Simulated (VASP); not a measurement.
A run of VASP 6.6.1 is set up as follows.

The input INCAR:

```
PREC     = Accurate       # precision mode
ENCUT    = 520            # plane-wave cutoff, eV
EDIFF    = 1E-6           # SCF threshold, eV
ISMEAR   = 0              # smearing method
SIGMA    = 0.15           # smearing width, eV
LREAL    = F              # projectors in reciprocal space
LASPH    = T              # aspherical terms in the spheres
NELM     = 60             # most SCF steps
ALGO     = Normal         # electronic algorithm
ISIF     = 2              # what is computed and relaxed
LWAVE    = F              # write WAVECAR
LCHARG   = F              # write CHGCAR
GGA      = PS             # functional
NBANDS   = 15             # bands
```

KPOINTS

```
Automatic mesh
0
Gamma
  21 21 18
```

The input POSCAR:

```
TaN
1.0
    2.7689179023      0.0000000000      0.0000000000
   -1.3844589511      2.3979532444      0.0000000000
    0.0000000000      0.0000000000      2.9452979727
Ta N
1 1
Direct
    0.3333333333      0.6666666667      0.5000000000
    0.0000000000      0.0000000000      0.0000000000
```

Potentials or basis: VASP PAW PBE potentials, release 64 (Ta_pv, N).

The run is started by

```sh
$ cat potpaw_PBE.64/Ta_pv/POTCAR potpaw_PBE.64/N/POTCAR > POTCAR
$ mpirun -np 1 vasp_std > vasp.out
```

(1) Estimate the pressure.

(2) Estimate the band gap on the k mesh.

Answers

(1) 36.0 GPa.

(2) zero (bands 8 and 9 overlap by 0.49 eV).

Caveat: the cell stands under pressure; the PAW data sets were made with another functional, which shifts forces and pressure a little; spin-orbit coupling is left out, which moves the levels of the heavy elements.
